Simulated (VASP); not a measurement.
A run of VASP 6.6.1:

INCAR

```
SYSTEM = SrTiO3
PREC = Accurate ; ENCUT = 520
EDIFF = 1E-7 ; ISMEAR = -1
SIGMA = 0.083 ; LREAL = .False.
LASPH = .True. ; NELM = 150
ALGO = Normal ; ISIF = 2
LWAVE = .False. ; LCHARG = .False.
ISPIN = 2 ; MAGMOM = 0 0 0 0 0
LORBIT = 11 ; LMAXMIX = 4
LDAU = .True. ; LDAUTYPE = 2
LDAUL = -1 2 -1 ; LDAUU = 0 4.19 0
LDAUJ = 0 0 0 ; LDAUPRINT = 1
GGA = PE ; NBANDS = 32
```

Contents of KPOINTS:

```
Automatic mesh
0
Gamma
  5 5 5
  0.5 0 0
```

File POSCAR:

```
SrTiO3
1.0
    3.9578010000     -0.0632810000      0.0935220000
   -0.0632810000      3.9624200000     -0.0619240000
    0.0935220000     -0.0619240000      3.9693280000
Sr Ti O
1 1 3
Direct
   -0.0383679231      1.0109350959      0.9839019839
    0.4670628556      0.5066400958      0.4890972414
    0.9860621624      0.4879075255      0.5116613504
    0.4887038387      0.9897583911      0.5120158190
    0.4885940664      0.4876978918      0.0096216053
```

Potentials or basis: VASP PAW PBE potentials, release 64 (Sr_sv, Ti_sv, O).

The run is started by

```console
$ cat potpaw_PBE.64/Sr_sv/POTCAR potpaw_PBE.64/Ti_sv/POTCAR potpaw_PBE.64/O/POTCAR > POTCAR
$ mpirun -np 1 vasp_std > vasp.out
```

Hardware: 1 thread of AMD EPYC 7R43 64-Core Processor (Zen 3), with other jobs on the host.

**Question.** Estimate the wall time of this run.

**Answer.** It took 3.7 min on 1 thread of AMD EPYC 7R43 64-Core Processor (Zen 3), with other jobs on the host, peak memory 0.28 GiB. Counts: scf iterations 17, k points 63.
